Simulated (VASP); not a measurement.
Wanted: the native input for a VASP 6.6.1 run.

| Quantity | Value |
| --- | --- |
| Task | single point |
| Functional | PBE |
| Potentials or basis | VASP PAW PBE potentials, release 64 (Ba_sv, O_h, Ca_sv) |
| Cutoff | 1000 eV |
| k mesh | 1 × 1 × 1 |
| Occupations | fermi-dirac, width 0.05 eV |
| Spin | no spin polarisation |
| Dipole correction | no |
| Further INCAR settings | ALGO = Normal; EDIFF = 1e-06; NBANDS = 69; ISYM = 0 |

The structure of Ba3Ca4O7 lies in POSCAR:

```
Ba3Ca4O7
1.0
    6.1422690000      0.0463550000      0.2046950000
    0.0463550000      6.1618090000      0.0560510000
    0.2046950000      0.0560510000      6.1205050000
Ba O Ca
3 7 4
Direct
    0.8802508268      0.9106699429      0.8079021414
    0.2528491023      0.3804086105      0.6231464185
    0.2411780418      0.8767875790      0.3236087937
    0.1451517872      0.1738421323      0.9485196286
    0.9824444288      0.6486451425      0.4681506393
    0.6116448916      0.6581328527      0.1306714633
    0.0080773208      0.1643479870      0.4453385372
    0.4933191897      0.9776660808      0.5918812038
    0.6246344494      0.1403400961      0.0852474181
    0.1517147557      0.6484303893     -0.0246016340
    0.3631563832      0.4061727853      0.1091998640
    0.8781407298      0.3886473769      0.1929293268
    0.7390854500      0.8857803777      0.3376780230
    0.4005778795      0.9103597724      0.9076586222
```

One way to write it, as run:

INCAR

```
PREC = Accurate
ENCUT = 1000
EDIFF = 1E-6
ISMEAR = -1
SIGMA = 0.05
LREAL = False
LASPH = True
NELM = 120
ALGO = Normal
ISIF = 2
LWAVE = False
LCHARG = False
GGA = PE
ISYM = 0
NBANDS = 69
GGA_COMPAT = False
```

KPOINTS

```
Automatic mesh
0
Gamma
  1 1 1
```

Potentials or basis: VASP PAW PBE potentials, release 64 (Ba_sv, O_h, Ca_sv).

The run is started by

```sh
$ cat potpaw_PBE.64/Ba_sv/POTCAR potpaw_PBE.64/O_h/POTCAR potpaw_PBE.64/Ca_sv/POTCAR > POTCAR
$ mpirun -np 1 vasp_gam > vasp.out
```

It gave:

The pressure is 17.9 GPa and the largest force is 1.828 eV/Å.

Caveat: the k points lie up to 1.03 Å⁻¹ apart, too coarse for converged energies, forces and pressures; the atoms stand as in a frame of molecular dynamics.

Run time: 100 s on 1 thread of Intel(R) Xeon(R) Platinum 8488C (Sapphire Rapids), with other jobs on the host, peak memory 0.56 GiB.
